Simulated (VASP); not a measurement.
# AlNi (Cmmm) in VASP: further runs

The runs below take AlNi through single point, with r2SCAN.

All numbers are computed with VASP 6.6.1; they aren't measurements. Logs are shortened: lines on timing, memory, paths and dates and some standing lists are left out, and cuts for length are marked.

## 1. The cell of the first run

It takes space group Cmmm (No. 65, orthorhombic). The conventional cell has a = 3.877 Å, b = 3.906 Å, c = 3.099 Å, α = 90.00°, β = 90.00°, γ = 90.00°. Within 3.3 Å of Al (site symmetry mmm) lie 8 Ni at 2.48 to 2.49 Å and 6 Al at 2.75 to 3.10 Å. Within 3.3 Å of Ni (site symmetry mmm) lie 8 Al at 2.48 to 2.49 Å and 6 Ni at 2.75 to 3.10 Å.

## 2. Single point, r2SCAN, collinear spin, ferromagnetic start

Input file POSCAR:

```
AlNi
1.0
    1.9386940000     -1.9531901500      0.0000000000
    1.9386940000      1.9531901500      0.0000000000
    0.0000000000      0.0000000000      3.0994300400
Al Ni
1 1
Direct
    0.0000000000      0.0000000000      0.0000000000
    0.5000000000      0.5000000000      0.5000000000
```

Input file INCAR.step1:

```
  PREC = Accurate
  ENCUT = 520
  ISMEAR = -1
  SIGMA = 0.15
  LREAL = False
  LASPH = True
  NELM = 150
  ISPIN = 2
  MAGMOM = 0 1.5
  LMAXMIX = 4
  NBANDS = 18
  GGA = PE
  ALGO = Normal
  EDIFF = 1E-4
  LWAVE = True
  LCHARG = False
```

Input file INCAR.step2:

```
  PREC = Accurate
  ENCUT = 520
  EDIFF = 1E-6
  ISMEAR = -1
  SIGMA = 0.15
  LREAL = False
  LASPH = True
  NELM = 150
  ALGO = Normal
  ISIF = 2
  LWAVE = False
  LCHARG = False
  ISPIN = 2
  MAGMOM = 0 1.5
  LORBIT = 11
  LMAXMIX = 4
  METAGGA = R2SCAN
  LMIXTAU = True
  NBANDS = 18
  ISTART = 1
```

Input file KPOINTS:

```
regular mesh
0
Gamma
  3 3 3
```

Potentials or basis: VASP PAW PBE potentials, release 64 (Al, Ni).

Started as:

```bash
$ cat potpaw_PBE.64/Al/POTCAR potpaw_PBE.64/Ni/POTCAR > POTCAR
$ cp INCAR.step1 INCAR
$ mpirun -np 1 vasp_std > vasp.out
$ cp INCAR.step2 INCAR
$ mpirun -np 1 vasp_std > vasp.out
```

OUTCAR:

```text
PREC = Accurate
   ENCUT = 520
   EDIFF = 1E-6
   ISMEAR = -1
   LREAL = False
   LASPH = True
   NELM = 150
   ISIF = 2
   ISPIN = 2
   LORBIT = 11
   METAGGA = R2SCAN
   ISTART = 1

 ion  position               nearest neighbor table
   1  0.000  0.000  0.000-   2 2.48   2 2.48   2 2.48   2 2.48   2 2.49   2 2.49   2 2.49   2 2.49

   2  0.500  0.500  0.500-   1 2.48   1 2.48   1 2.48   1 2.48   1 2.49   1 2.49   1 2.49   1 2.49

  LATTYP: Found a base centered orthorhombic cell.
 ALAT       =     3.8773880000
 B/A-ratio  =     1.0074772759
 C/A-ratio  =     0.7993603013

  Lattice vectors:

 A1 = (   1.9386940000,  -1.9531901500,   0.0000000000)
 A2 = (   1.9386940000,   1.9531901500,   0.0000000000)
 A3 = (   0.0000000000,   0.0000000000,   3.0994300400)

Analysis of symmetry for initial positions (statically):
=====================================================================
 Subroutine PRICEL returns:
 Original cell was already a primitive cell.

 Routine SETGRP: Setting up the symmetry group for a
 base centered orthorhombic supercell.

 Subroutine GETGRP returns: Found  8 space group operations
 (whereof  8 operations were pure point group operations)
 out of a pool of  8 trial point group operations.

The static configuration has the point symmetry D_2h.

Analysis of symmetry for dynamics (positions and initial velocities):
=====================================================================
 Subroutine PRICEL returns:
 Original cell was already a primitive cell.

 Routine SETGRP: Setting up the symmetry group for a
 base centered orthorhombic supercell.

 Subroutine GETGRP returns: Found  8 space group operations
 (whereof  8 operations were pure point group operations)
 out of a pool of  8 trial point group operations.

The dynamic configuration has the point symmetry D_2h.

Analysis of structural, dynamic, and magnetic symmetry:
=====================================================================
 Subroutine PRICEL returns:
 Original cell was already a primitive cell.

 Routine SETGRP: Setting up the symmetry group for a
 base centered orthorhombic supercell.

 Subroutine GETGRP returns: Found  8 space group operations
 (whereof  8 operations were pure point group operations)
 out of a pool of  8 trial point group operations.

The overall configuration has the point symmetry D_2h.
[... 101 lines left out ...]
     AMIX     =   0.40;   BMIX     =  1.00
     AMIX_MAG =   1.60;   BMIX_MAG =  1.00
  volume/ion in A,a.u.               =      11.74        79.20
  Fermi-wavevector in a.u.,A,eV,Ry     =   1.344417  2.540580 24.591955  1.807458
  Thomas-Fermi vector in A             =   2.472413
   LORBIT       =     11    0 simple, 1 ext, 2 COOP (PROOUT), +10 PAW based schemes
   METAGGA = R2SCAN    functional components
   LHFCALC =     F    Hartree Fock is set to
   AEXX    =    0.0000 exact exchange contribution
   IVDW    =     0    specifies the selected vdW correction
   LEPSILON=     F    determine dielectric tensor
   LRPA    =     F    only Hartree local field effects (RPA)
 spin polarized calculation
  energy-cutoff  :      520.00
  volume of cell :       23.47
 maximum number of plane-waves:       643
   NGX = 11   NGY = 11   NGZ = 11

 number of electron      13.0000022 magnetization      -0.0007665

 Free energy of the ion-electron system (eV)
  ---------------------------------------------------
  ext. energy  EPLUGINS =         0.00000000
  ---------------------------------------------------
  free energy    TOTEN  =       -20.00059263 eV

  energy without entropy =      -19.93454316  energy(sigma->0) =      -19.96756790

 E-fermi :  10.3462     XC(G=0): -13.1147

 val. band max:        9.6566376475   @ k =   0.3333  -0.0000   0.3333
 cond. band min:      10.3655850630   @ k =   0.3333  -0.0000   0.0000
 fundamental gap:      0.7089474155
 Fermi energy:        10.3461831867

 spin component 1

 k-point     1 :       0.0000    0.0000    0.0000
  band No.  band energies     occupation
      1      -1.7305      1.00000
      2       6.5082      1.00000
      3       6.6427      1.00000
      4       8.3417      1.00000
      5       8.3589      1.00000
      6       8.5175      0.99999
[... 144 lines left out ...]
      4       7.9361      1.00000
      5       8.1314      1.00000
      6       8.2052      1.00000
[... 10 lines left out ...]
     17      37.3123      0.00000
     18      40.7191      0.00000
 Fermi energy:        10.3461831867

 spin component 2

 k-point     1 :       0.0000    0.0000    0.0000
  band No.  band energies     occupation
      1      -1.7307      1.00000
      2       6.5075      1.00000
      3       6.6410      1.00000
      4       8.3412      1.00000
      5       8.3584      1.00000
      6       8.5173      0.99999
[... 145 lines left out ...]
      5       8.1296      1.00000
      6       8.2046      1.00000
[... 10 lines left out ...]
     17      37.3120      0.00000
     18      40.7191      0.00000

------------------------ aborting loop because EDIFF is reached ----------------------------------------

  FORCE on cell =-STRESS in cart. coord.  units (eV):
  Direction    XX          YY          ZZ          XY          YZ          ZX
  --------------------------------------------------------------------------------------
  -------------------------------------------------------------------------------------
  Total        0.0397085     -0.1847888      0.1867586     -0.0000000      0.0000000      0.0000000
  in kB        2.7103713    -12.6130644     12.7475184     -0.0000000      0.0000000      0.0000000
  external PRESSURE =       0.9482751 kB  Pullay stress =       0.0000000 kB

 VOLUME and BASIS-vectors are now :
 -----------------------------------------------------------------------------
  energy-cutoff  :      520.00
  volume of cell :       23.47
      direct lattice vectors                 reciprocal lattice vectors
     1.938694000 -1.953190150  0.000000000     0.257905580 -0.255991461  0.000000000
     1.938694000  1.953190150  0.000000000     0.257905580  0.255991461  0.000000000
     0.000000000  0.000000000  3.099430040     0.000000000  0.000000000  0.322639965

 POSITION                                       TOTAL-FORCE (eV/Angst)
 -----------------------------------------------------------------------------------
      0.00000      0.00000      0.00000        -0.000000      0.000000      0.000000
      1.93869      0.00000      1.54972         0.000000      0.000000      0.000000
 -----------------------------------------------------------------------------------
    total drift:                                0.000000      0.000000      0.000000

  FREE ENERGIE OF THE ION-ELECTRON SYSTEM (eV)
  ---------------------------------------------------
  free  energy   TOTEN  =       -20.0005926306 eV

  energy  without entropy=      -19.9345431620  energy(sigma->0) =      -19.96756790

 total charge

# of ion       s       p       d       tot
------------------------------------------
    1        0.377   0.450   0.000   0.827
    2        0.494   0.564   8.469   9.527
--------------------------------------------------
tot          0.871   1.014   8.469  10.355

 magnetization (x)

# of ion       s       p       d       tot
------------------------------------------
    1       -0.000  -0.000   0.000  -0.000
    2       -0.000  -0.000  -0.001  -0.001
--------------------------------------------------
tot         -0.000  -0.000  -0.001  -0.001
```

OSZICAR.step1:

```text
N       E                     dE             d eps       ncg     rms          rms(c)
DAV:   1     0.451300963470E+02    0.45130E+02   -0.49992E+03   600   0.769E+02
DAV:   2    -0.932033466846E+01   -0.54450E+02   -0.47492E+02   620   0.163E+02
DAV:   3    -0.118281832051E+02   -0.25078E+01   -0.24602E+01   702   0.360E+01
DAV:   4    -0.118600112163E+02   -0.31828E-01   -0.31807E-01   662   0.353E+00
DAV:   5    -0.118607269831E+02   -0.71577E-03   -0.71572E-03   676   0.597E-01    0.140E+01
DAV:   6    -0.141652613703E+02   -0.23045E+01   -0.47069E+01   662   0.787E+01    0.169E+01
DAV:   7    -0.104871502073E+02    0.36781E+01   -0.14535E+01   662   0.462E+01    0.124E+00
DAV:   8    -0.104779827769E+02    0.91674E-02   -0.21892E-01   730   0.417E+00    0.112E+00
DAV:   9    -0.104645176983E+02    0.13465E-01   -0.49193E-02   776   0.222E+00    0.498E-01
DAV:  10    -0.104642147239E+02    0.30297E-03   -0.11391E-03   750   0.308E-01    0.194E-01
DAV:  11    -0.104641248439E+02    0.89880E-04   -0.84704E-04   630   0.271E-01
   1 F= -.10464125E+02 E0= -.10429879E+02  d E =-.684909E-01  mag=     0.0002
```

It took 18 s on 1 thread of Intel Xeon Platinum 8559C (Emerald Rapids), shared host; peak memory 0.14 GiB.

Results:

- Free energy: -20.0006 eV
- Pressure: 0.1 GPa
- Net moment: 0.00 μB per cell
- Valence electrons inside the program's atomic spheres: Al 0.83; Ni 9.53

Caveat: the k points lie up to 0.76 Å⁻¹ apart; the starting moments collapsed, and a magnetic state may lie lower; the PAW data sets were made with another functional, which shifts forces and pressure a little.

## 3. Single point, r2SCAN, collinear spin, ferromagnetic start

POSCAR is that of step 2.

Input file INCAR.step1:

```
SYSTEM = AlNi
ALGO = Normal
EDIFF = 1E-4
ENCUT = 520
GGA = PE
ISMEAR = -1
ISPIN = 2
LASPH = .TRUE.
LCHARG = .FALSE.
LMAXMIX = 4
LREAL = .FALSE.
LWAVE = .TRUE.
MAGMOM = 0 1.5
NBANDS = 18
NELM = 150
PREC = Accurate
SIGMA = 0.15
```

Input file INCAR.step2:

```
SYSTEM = AlNi
ALGO = Normal
EDIFF = 1E-7
ENCUT = 520
ISIF = 2
ISMEAR = -1
ISPIN = 2
ISTART = 1
LASPH = .TRUE.
LCHARG = .FALSE.
LMAXMIX = 4
LMIXTAU = .TRUE.
LORBIT = 11
LREAL = .FALSE.
LWAVE = .FALSE.
MAGMOM = 0 1.5
METAGGA = R2SCAN
NBANDS = 18
NELM = 150
PREC = Accurate
SIGMA = 0.15
```

Input file KPOINTS:

```
k-points
0
G
  4 4 3
  0 0 0
```

Potentials or basis: VASP PAW PBE potentials, release 64 (Al, Ni).

Started as:

```bash
$ cat potpaw_PBE.64/Al/POTCAR potpaw_PBE.64/Ni/POTCAR > POTCAR
$ cp INCAR.step1 INCAR
$ mpirun -np 1 vasp_std > vasp.out
$ cp INCAR.step2 INCAR
$ mpirun -np 1 vasp_std > vasp.out
```

Wall time 31 s (1 thread of Intel Xeon Platinum 8559C (Emerald Rapids), shared host); peak memory 0.14 GiB.

It converged, with:

| Quantity | Value |
| --- | --- |
| Free energy | -20.0291 eV |
| Pressure | 1.5 GPa |
| Net moment | 0.00 μB per cell |
| Valence electrons inside the program's atomic spheres | Al 0.83; Ni 9.54 |

Stress tensor (GPa, compression positive):
```
 4.18  0.00  0.00
 0.00  2.20  0.00
 0.00  0.00 -1.97
```

Levels at points of the mesh, in eV from the Fermi level:
Spin up:
```
           k point  band 3  band 4  band 5  band 6  band 7  band 8  band 9  band 10
(0.00, 0.00, 0.00)   -3.22   -1.60   -1.59   -1.28    3.26    7.52    7.65     7.69
(0.50, 0.00, 0.00)   -2.77   -2.74   -2.02   -1.47   -0.21    8.30    8.41    10.08
(0.50, 0.50, 0.00)   -2.50   -2.43   -2.43   -2.37   -0.68    2.43    3.69    11.78
```
Spin down:
```tsv
k point	band 3	band 4	band 5	band 6	band 7	band 8	band 9	band 10
(0.00, 0.00, 0.00)	-3.22	-1.60	-1.59	-1.28	3.26	7.52	7.65	7.69
(0.50, 0.00, 0.00)	-2.77	-2.74	-2.02	-1.47	-0.21	8.30	8.41	10.08
(0.50, 0.50, 0.00)	-2.50	-2.43	-2.43	-2.37	-0.68	2.43	3.69	11.78
```

Caveat: the k points lie up to 0.68 Å⁻¹ apart; the starting moments collapsed, and a magnetic state may lie lower; the PAW data sets were made with another functional, which shifts forces and pressure a little.

## 4. Single point, r2SCAN, collinear spin, ferromagnetic start

POSCAR is that of step 3.

Input file INCAR.step1:

```
PREC = Accurate
ENCUT = 520
ISMEAR = -1
SIGMA = 0.15
LREAL = F
LASPH = T
NELM = 150
ISPIN = 2
MAGMOM = 0 1.5
LMAXMIX = 4
NBANDS = 18
GGA = PE
ALGO = Normal
EDIFF = 1E-4
LWAVE = T
LCHARG = F
```

Input file INCAR.step2:

```
PREC = Accurate
ENCUT = 520
EDIFF = 1E-6
ISMEAR = -1
SIGMA = 0.15
LREAL = F
LASPH = T
NELM = 150
ALGO = Normal
ISIF = 2
LWAVE = F
LCHARG = T
ISPIN = 2
MAGMOM = 0 1.5
LORBIT = 11
LMAXMIX = 4
METAGGA = R2SCAN
LMIXTAU = T
LELF = T
LVHAR = T
NBANDS = 18
ISTART = 1
```

Input file KPOINTS:

```
regular mesh
0
Gamma
  5 5 5
```

Potentials or basis: VASP PAW PBE potentials, release 64 (Al, Ni).

Started as:

```bash
$ cat potpaw_PBE.64/Al/POTCAR potpaw_PBE.64/Ni/POTCAR > POTCAR
$ cp INCAR.step1 INCAR
$ mpirun -np 1 vasp_std > vasp.out
$ cp INCAR.step2 INCAR
$ mpirun -np 1 vasp_std > vasp.out
```

OUTCAR:

```text
PREC = Accurate
   ENCUT = 520
   EDIFF = 1E-6
   ISMEAR = -1
   LREAL = F
   LASPH = T
   NELM = 150
   ISIF = 2
   ISPIN = 2
   LORBIT = 11
   METAGGA = R2SCAN
   ISTART = 1

 ion  position               nearest neighbor table
   1  0.000  0.000  0.000-   2 2.48   2 2.48   2 2.48   2 2.48   2 2.49   2 2.49   2 2.49   2 2.49

   2  0.500  0.500  0.500-   1 2.48   1 2.48   1 2.48   1 2.48   1 2.49   1 2.49   1 2.49   1 2.49

  LATTYP: Found a base centered orthorhombic cell.
 ALAT       =     3.8773880000
 B/A-ratio  =     1.0074772759
 C/A-ratio  =     0.7993603013
[... 1225 lines left out ...]
  external PRESSURE =       6.7959233 kB  Pullay stress =       0.0000000 kB

 VOLUME and BASIS-vectors are now :
 -----------------------------------------------------------------------------
  energy-cutoff  :      520.00
  volume of cell :       23.47
      direct lattice vectors                 reciprocal lattice vectors
     1.938694000 -1.953190150  0.000000000     0.257905580 -0.255991461  0.000000000
     1.938694000  1.953190150  0.000000000     0.257905580  0.255991461  0.000000000
     0.000000000  0.000000000  3.099430040     0.000000000  0.000000000  0.322639965

 POSITION                                       TOTAL-FORCE (eV/Angst)
 -----------------------------------------------------------------------------------
      0.00000      0.00000      0.00000         0.000000     -0.000000      0.000000
      1.93869      0.00000      1.54972        -0.000000      0.000000      0.000000
 -----------------------------------------------------------------------------------
    total drift:                                0.000000      0.000000      0.000000

  FREE ENERGIE OF THE ION-ELECTRON SYSTEM (eV)
  ---------------------------------------------------
  free  energy   TOTEN  =       -20.0420664403 eV

  energy  without entropy=      -19.9563190318  energy(sigma->0) =      -19.99919274

 total charge

# of ion       s       p       d       tot
------------------------------------------
    1        0.384   0.437   0.000   0.822
    2        0.497   0.568   8.468   9.534
--------------------------------------------------
tot          0.882   1.006   8.468  10.355

 magnetization (x)

# of ion       s       p       d       tot
------------------------------------------
    1       -0.000  -0.000   0.000  -0.000
    2       -0.000  -0.000  -0.007  -0.007
--------------------------------------------------
tot         -0.000  -0.000  -0.007  -0.007
```

Wall time 39 s (1 thread of Intel Xeon Platinum 8559C (Emerald Rapids), shared host); peak memory 0.15 GiB.

Results:

| Property | Result |
| --- | --- |
| Free energy | -20.0421 eV |
| Pressure | 0.7 GPa |
| Net moment | -0.01 μB per cell |
| Valence electrons inside the program's atomic spheres | Al 0.82; Ni 9.53 |

Caveat: the k points lie up to 0.46 Å⁻¹ apart; the starting moments collapsed, and a magnetic state may lie lower; the PAW data sets were made with another functional, which shifts forces and pressure a little.

## 5. Single point, r2SCAN, collinear spin, ferromagnetic start

POSCAR is that of step 4.

Input file INCAR.step1:

```
PREC = Accurate ; ENCUT = 520
ISMEAR = -1 ; SIGMA = 0.15
LREAL = F ; LASPH = T
NELM = 150 ; ISPIN = 2
MAGMOM = 0 1.5 ; LMAXMIX = 4
NBANDS = 18 ; GGA = PE
ALGO = Normal ; EDIFF = 1E-4
LWAVE = T ; LCHARG = F
```

Input file INCAR.step2:

```
PREC = Accurate ; ENCUT = 520
EDIFF = 1E-6 ; ISMEAR = -1
SIGMA = 0.15 ; LREAL = F
LASPH = T ; NELM = 150
ALGO = Normal ; ISIF = 2
LWAVE = F ; LCHARG = F
ISPIN = 2 ; MAGMOM = 0 1.5
LORBIT = 11 ; LMAXMIX = 4
METAGGA = R2SCAN ; LMIXTAU = T
NBANDS = 18 ; ISTART = 1
```

Input file KPOINTS:

```
Automatic mesh
0
Gamma
  7 7 6
```

Started as:

```bash
$ cat potpaw_PBE.64/Al/POTCAR potpaw_PBE.64/Ni/POTCAR > POTCAR
$ cp INCAR.step1 INCAR
$ mpirun -np 1 vasp_std > vasp.out
$ cp INCAR.step2 INCAR
$ mpirun -np 1 vasp_std > vasp.out
```

It took 74 s on 1 thread of Intel Xeon Platinum 8559C (Emerald Rapids), shared host; peak memory 0.17 GiB.

It converged, with:

```yaml
Free_energy: -20.0620 eV
Pressure: 0.4 GPa
Net_moment: 0.00 μB per cell
Valence_electrons_inside_the_program's_atomic_spheres: Al 0.82; Ni 9.54
```

Stress tensor (GPa, compression positive):
```
 3.43  0.00  0.00
 0.00  1.64  0.00
 0.00  0.00 -3.83
```

Levels at points of the mesh, in eV from the Fermi level:
Spin up:
```csv
k point,band 3,band 4,band 5,band 6,band 7,band 8,band 9,band 10,band 11,band 12
"(0.00, 0.00, 0.00)",-3.33,-1.68,-1.66,-1.42,3.22,7.47,7.60,7.65,9.04,15.97
"(0.00, 0.00, 0.50)",-2.99,-2.13,-2.10,-1.38,-1.24,8.86,11.89,11.93,12.35,12.35
```
Spin down:
| k point | band 5 | band 6 | band 7 | band 8 | band 9 | band 10 |
| --- | --- | --- | --- | --- | --- | --- |
| (0.00, 0.00, 0.00) | -1.66 | -1.42 | 3.22 | 7.47 | 7.60 | 7.65 |
| (0.00, 0.00, 0.50) | -2.10 | -1.38 | -1.25 | 8.86 | 11.89 | 11.93 |

Caveat: the starting moments collapsed, and a magnetic state may lie lower; the PAW data sets were made with another functional, which shifts forces and pressure a little.
